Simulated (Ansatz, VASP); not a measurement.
# One calculation of BP, two programs

```
B P
1.0
     0.00000    2.24631    2.26900
     2.24631    0.00000    2.26900
     2.24631    2.24631    0.00000
B P
1 1
Direct
  0.00000 0.00000 0.00000
  0.25000 0.25000 0.25000
```

Alike in both runs: task single point; functional PBE; k mesh 8 × 8 × 8; occupations gaussian, width 0.05 eV; no spin polarisation.

|  | VASP | Ansatz |
| --- | --- | --- |
| version | VASP 6.6.1 | Ansatz 0.2.0 |
| potentials or method | VASP PAW PBE potentials, release 64 (B, P), cutoff 500 eV | plane waves, PAW |
| valence electrons in the cell | 8 | 8 |

```tsv
	VASP	Ansatz	Ansatz less VASP
pressure (GPa)	4.4	4.6	+0.24
traceless stress, the component that is largest in VASP (GPa)	-1.85	-1.85	+0.003
```
